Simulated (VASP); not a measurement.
# Ti3Al (P-6m2) in VASP: single point with PBEsol

Aim: the single point of Ti3Al with PBEsol.

Program: VASP 6.6.1. These are calculated values, not measurements. Logs are shortened: lines on timing, memory, paths and dates and some standing lists are left out, and cuts for length are marked.

**1. The cell of the first run**

It takes space group P-6m2 (No. 187, hexagonal). Conventional cell: a = 2.896 Å, b = 2.896 Å, c = 9.139 Å, α = 90.00°, β = 90.00°, γ = 120.00°. Within 3.7 Å of Ti (site symmetry -6m2) lie 12 Ti at 2.82 to 2.90 Å. Ti (site symmetry 3m) has 9 Ti at 2.82 to 2.90 Å and 3 Al at 2.84 Å within 3.7 Å. Al (site symmetry -6m2) has 6 Ti at 2.84 Å and 6 Al at 2.90 Å within 3.7 Å.

**2. Single point, PBEsol**

Contents of INCAR:

```
PREC     = Accurate       # precision mode
ENCUT    = 500            # plane-wave cutoff, eV
EDIFF    = 1E-6           # SCF threshold, eV
ISMEAR   = 0              # smearing method
SIGMA    = 0.15           # smearing width, eV
LREAL    = F              # projectors in reciprocal space
LASPH    = T              # aspherical terms in the spheres
NELM     = 120            # most SCF steps
ALGO     = Normal         # electronic algorithm
ISIF     = 2              # what is computed and relaxed
LWAVE    = F              # write WAVECAR
LCHARG   = T              # write CHGCAR
GGA      = PS             # functional
LELF     = T              # ELF
LVHAR    = T            
NBANDS   = 28             # bands
GGA_COMPAT= F
```

Contents of KPOINTS:

```
regular mesh
0
Gamma
  12 12 4
```

Contents of POSCAR:

```
Ti3Al
1.0
    2.8957824531      0.0000000000      0.0000000000
   -1.4478912265      2.5078211682      0.0000000000
    0.0000000000      0.0000000000      9.1393541766
Ti Al
3 1
Direct
    0.6666666667      0.3333333333      0.0000000000
    0.3333333333      0.6666666667      0.7511761439
    0.3333333333      0.6666666667      0.2488238561
    0.6666666667      0.3333333333      0.5000000000
```

Potentials or basis: VASP PAW PBE potentials, release 64 (Ti_sv, Al).

The run is started by

```sh
$ cat potpaw_PBE.64/Ti_sv/POTCAR potpaw_PBE.64/Al/POTCAR > POTCAR
$ mpirun -np 1 vasp_std > vasp.out
```

OUTCAR:

```text
PREC = Accurate
   ENCUT = 500
   EDIFF = 1E-6
   ISMEAR = 0
   LREAL = F
   LASPH = T
   NELM = 120
   ISIF = 2
   GGA = PS

 ion  position               nearest neighbor table
   1  0.667  0.333  0.000-   2 2.82   3 2.82   2 2.82   3 2.82   2 2.82   3 2.82
   2  0.333  0.667  0.751-   1 2.82   1 2.82   1 2.82   4 2.84   4 2.84   4 2.84
   3  0.333  0.667  0.249-   1 2.82   1 2.82   1 2.82   4 2.84   4 2.84   4 2.84
   4  0.667  0.333  0.500-   2 2.84   3 2.84   2 2.84   3 2.84   2 2.84   3 2.84

  LATTYP: Found a hexagonal cell.
 ALAT       =     2.8957824531
 C/A-ratio  =     3.1560914277

  Lattice vectors:

 A1 = (   2.8957824531,   0.0000000000,   0.0000000000)
 A2 = (  -1.4478912265,   2.5078211682,   0.0000000000)
 A3 = (   0.0000000000,   0.0000000000,   9.1393541766)

Analysis of symmetry for initial positions (statically):
=====================================================================
 Subroutine PRICEL returns:
 Original cell was already a primitive cell.

 Routine SETGRP: Setting up the symmetry group for a
 hexagonal supercell.

 Subroutine GETGRP returns: Found 12 space group operations
 (whereof 12 operations were pure point group operations)
 out of a pool of 24 trial point group operations.

The static configuration has the point symmetry D_3h.

Analysis of symmetry for dynamics (positions and initial velocities):
=====================================================================
 Subroutine PRICEL returns:
 Original cell was already a primitive cell.

 Routine SETGRP: Setting up the symmetry group for a
 hexagonal supercell.

 Subroutine GETGRP returns: Found 12 space group operations
 (whereof 12 operations were pure point group operations)
 out of a pool of 24 trial point group operations.

The dynamic configuration has the point symmetry D_3h.

 Subroutine INISYM returns: Found 12 space group operations
 (whereof 12 operations are pure point group operations),
 and found     1 'primitive' translations

----------------------------------------------------------------------------------------

                                     Primitive cell

  volume of cell :      66.3709

  direct lattice vectors                    reciprocal lattice vectors
     2.895782453  0.000000000  0.000000000     0.345329809  0.199376258  0.000000000
[... 89 lines left out ...]
   NELM   =    120;   NELMIN=  2; NELMDL= -5     # of ELM steps
   EDIFF  = 0.1E-05   stopping-criterion for ELM
   LREAL  =      F    real-space projection
   EDIFFG = 0.1E-04   stopping-criterion for IOM
   NSW    =      0    number of steps for IOM
   IBRION =     -1    ionic relax: 0-MD 1-quasi-New 2-CG
   NFREE  =      0    steps in history (QN), initial steepest desc. (CG)
   ISIF   =      2    stress and relaxation
   ISYM   =      2    0-nonsym 1-usesym 2-fastsym
   POTIM  = 0.5000    time-step for ionic-motion
   TEBEG  =    0.0;   TEEND  =   0.0 temperature during run
   PSTRESS=    0.0 pullay stress
   NELECT =      39.0000    total number of electrons
   NUPDOWN=      -1.0000    fix difference up-down
   EMIN   =  10.00;   EMAX   =-10.00  energy-range for DOS
   EFERMI =   0.00;   METHOD = LEGACY
   ISMEAR =     0;   SIGMA  =   0.15  broadening in eV -4-tet -1-fermi 0-gaus
   EFERMI_NEDOS =   21; number of points for ismear=-14 and -15
   IALGO  =     38    algorithm
   IMIX   =      4    mixing-type and parameters
     AMIX     =   0.40;   BMIX     =  1.00
     AMIX_MAG =   1.60;   BMIX_MAG =  1.00
  volume/ion in A,a.u.               =      16.59       111.97
  Fermi-wavevector in a.u.,A,eV,Ry     =   1.371209  2.591210 25.581871  1.880214
  Thomas-Fermi vector in A             =   2.496926
   LORBIT       =      0    0 simple, 1 ext, 2 COOP (PROOUT), +10 PAW based schemes
   GGA     = PS    functional components
   LHFCALC =     F    Hartree Fock is set to
   AEXX    =    0.0000 exact exchange contribution
   IVDW    =     0    specifies the selected vdW correction
   LEPSILON=     F    determine dielectric tensor
   LRPA    =     F    only Hartree local field effects (RPA)
 non-spin polarized calculation
 Gauss-broadening in eV      SIGMA  =   0.15
  energy-cutoff  :      500.00
  volume of cell :       66.37
 maximum number of plane-waves:      1701
 NGX is ok and might be reduce to    24
   NGX = 11   NGY = 11   NGZ = 33

 number of electron      38.9999993 magnetization

 Free energy of the ion-electron system (eV)
  ---------------------------------------------------
  ext. energy  EPLUGINS =         0.00000000
  ---------------------------------------------------
  free energy    TOTEN  =       -29.64121550 eV

  energy without entropy =      -29.59819354  energy(sigma->0) =      -29.61970452

 E-fermi :   8.1957     XC(G=0): -11.4547

 val. band max:        8.1722618611   @ k =   0.0833   0.0833   0.2500
 cond. band min:       8.2013538593   @ k =   0.2500   0.2500   0.0000
 fundamental gap:      0.0290919982
 Fermi energy:         8.1957198118

 k-point     1 :       0.0000    0.0000    0.0000
  band No.  band energies     occupation
      1     -48.2305      2.00000
      2     -48.1744      2.00000
      3     -48.1059      2.00000
      4     -24.8844      2.00000
      5     -24.6038      2.00000
      6     -24.2786      2.00000
[... 733 lines left out ...]
     27      11.1399      0.00000
     28      11.3882      0.00000

 [... further k-points ...]

------------------------ aborting loop because EDIFF is reached ----------------------------------------

  FORCE on cell =-STRESS in cart. coord.  units (eV):
  Direction    XX          YY          ZZ          XY          YZ          ZX
  --------------------------------------------------------------------------------------
  -------------------------------------------------------------------------------------
  Total       -0.1101790     -0.1101790     -0.0787583     -0.0000000     -0.0000000      0.0000000
  in kB       -2.6596915     -2.6596915     -1.9012054     -0.0000000     -0.0000000      0.0000000
  external PRESSURE =      -2.4068628 kB  Pullay stress =       0.0000000 kB

 VOLUME and BASIS-vectors are now :
 -----------------------------------------------------------------------------
  energy-cutoff  :      500.00
  volume of cell :       66.37
      direct lattice vectors                 reciprocal lattice vectors
     2.895782453  0.000000000  0.000000000     0.345329809  0.199376258  0.000000000
    -1.447891226  2.507821168  0.000000000     0.000000000  0.398752516  0.000000000
     0.000000000  0.000000000  9.139354177     0.000000000  0.000000000  0.109416922

 POSITION                                       TOTAL-FORCE (eV/Angst)
 -----------------------------------------------------------------------------------
      1.44789      0.83594      0.00000        -0.000000     -0.000000      0.000000
     -0.00000      1.67188      6.86526        -0.000000     -0.000000      0.007582
     -0.00000      1.67188      2.27409         0.000000      0.000000     -0.007582
      1.44789      0.83594      4.56968        -0.000000     -0.000000      0.000000
 -----------------------------------------------------------------------------------
    total drift:                                0.000000     -0.000000     -0.000000

  FREE ENERGIE OF THE ION-ELECTRON SYSTEM (eV)
  ---------------------------------------------------
  free  energy   TOTEN  =       -29.6412155036 eV

  energy  without entropy=      -29.5981935410  energy(sigma->0) =      -29.61970452
```

OSZICAR:

```text
N       E                     dE             d eps       ncg     rms          rms(c)
DAV:   1     0.461503288627E+03    0.46150E+03   -0.18951E+04  3192   0.158E+03
DAV:   2     0.242067068806E+02   -0.43730E+03   -0.42897E+03  3236   0.491E+02
DAV:   3    -0.279377590946E+02   -0.52144E+02   -0.50776E+02  5568   0.141E+02
DAV:   4    -0.332660937053E+02   -0.53283E+01   -0.52987E+01  4584   0.414E+01
DAV:   5    -0.335339034401E+02   -0.26781E+00   -0.26766E+00  4756   0.827E+00    0.161E+01
DAV:   6    -0.298823162175E+02    0.36516E+01   -0.19201E+01  4504   0.362E+01    0.460E+00
DAV:   7    -0.300011996693E+02   -0.11888E+00   -0.57405E+00  5252   0.170E+01    0.578E+00
DAV:   8    -0.296718284338E+02    0.32937E+00   -0.39419E+00  4792   0.960E+00    0.268E+00
DAV:   9    -0.296302971415E+02    0.41531E-01   -0.30033E-01  4936   0.361E+00    0.147E+00
DAV:  10    -0.296408049951E+02   -0.10508E-01   -0.92931E-02  4156   0.237E+00    0.315E-01
DAV:  11    -0.296408744567E+02   -0.69462E-04   -0.21470E-02  4724   0.128E+00    0.199E-01
DAV:  12    -0.296412206411E+02   -0.34618E-03   -0.13448E-03  4116   0.409E-01    0.607E-02
DAV:  13    -0.296412129840E+02    0.76570E-05   -0.32036E-04  4732   0.146E-01    0.430E-02
DAV:  14    -0.296412158041E+02   -0.28200E-05   -0.50169E-05  4312   0.534E-02    0.745E-03
DAV:  15    -0.296412155036E+02    0.30049E-06   -0.26864E-06  2992   0.141E-02
   1 F= -.29641216E+02 E0= -.29619705E+02  d E =-.430220E-01
```

stdout:

```text
POSCAR found type information on POSCAR TiAl
 POSCAR found :  2 types and       4 ions
 scaLAPACK will be used
 -----------------------------------------------------------------------------
|                                                                             |
|                                                                             |
|     You enforced a specific xc type in the INCAR file but a different       |
|     I HOPE YOU KNOW WHAT YOU ARE DOING!                                     |
|                                                                             |
 -----------------------------------------------------------------------------

 LDA part: xc-table for (Slater+PW92), standard interpolation
 POSCAR, INCAR and KPOINTS ok, starting setup
 FFT: planning ... GRIDC
 FFT: planning ... GRID_SOFT
 FFT: planning ... GRID
 WAVECAR not read
 entering main loop
```

Wall time 52 s (1 thread of Intel Xeon Platinum 8559C (Emerald Rapids), shared host); peak memory 0.23 GiB.

Results:

| Quantity | Value |
| --- | --- |
| Free energy | -29.6412 eV |
| Pressure | -0.2 GPa |
| Largest force | 0.008 eV/Å |

Forces on the atoms (eV/Å):
```
Ti   0.000  0.000  0.000
Ti   0.000  0.000  0.008
Ti   0.000  0.000 -0.008
Al   0.000  0.000  0.000
```

Stress tensor (GPa, compression positive):
```
-0.27  0.00  0.00
 0.00 -0.27  0.00
 0.00  0.00 -0.19
```

Caveat: the PAW data sets were made with another functional, which shifts forces and pressure a little.
